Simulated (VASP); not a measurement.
Ge2Sb2O, 5 atoms in the cell. Symmetry: P4/mmm, No. 123, tetragonal system. Conventional cell: a = 3.636 Å, b = 3.636 Å, c = 8.511 Å, α = 90.00°, β = 90.00°, γ = 90.00°. Within 3.2 Å of Ge (site symmetry 4mm) lie 1 O at 2.35 Å and 4 Sb at 3.20 Å. Sb (site symmetry 4/mmm) has 8 Ge at 3.20 Å and 6 Sb at 3.64 to 4.26 Å within 4.3 Å. Within 3.7 Å of Sb (site symmetry 4/mmm) lie 4 O at 2.57 Å and 8 Ge at 3.48 Å and 4 Sb at 3.64 Å. O (site symmetry 4/mmm) has 2 Ge at 2.35 Å and 4 Sb at 2.57 Å within 3.1 Å. The cell was generated, and may not be a known phase.

| Property | Result |
| --- | --- |
| Program | VASP 6.6.1 |
| Task | relaxation of cell and atoms |
| Functional | PBE |
| Potentials or basis | VASP PAW PBE potentials, release 64 (Ge_d, Sb, O) |
| Cutoff | 600 eV |
| k mesh | 6 × 6 × 2 |
| Occupations | gaussian, width 0.1 eV |
| Spin | no spin polarisation |
| Dipole correction | no |
| Further INCAR settings | ALGO = Normal; EDIFF = 1e-07; IBRION = 2; EDIFFG = -0.04; NSW = 90; ISIF = 3 |

Potentials or basis: VASP PAW PBE potentials, release 64 (Ge_d, Sb, O).

Launch:

```bash
$ cat potpaw_PBE.64/Ge_d/POTCAR potpaw_PBE.64/Sb/POTCAR potpaw_PBE.64/O/POTCAR > POTCAR
$ mpirun -np 1 vasp_std > vasp.out
```

Hardware: 1 thread of Intel(R) Xeon(R) 6975P-C (Granite Rapids), with other jobs on the host.

Question: Estimate the wall time of this run.

Answer: Wall time 17 min on 1 thread of Intel(R) Xeon(R) 6975P-C (Granite Rapids), on a shared host, peak memory 0.3 GiB. Counts: scf iterations 259, k points 20, ion steps 27.
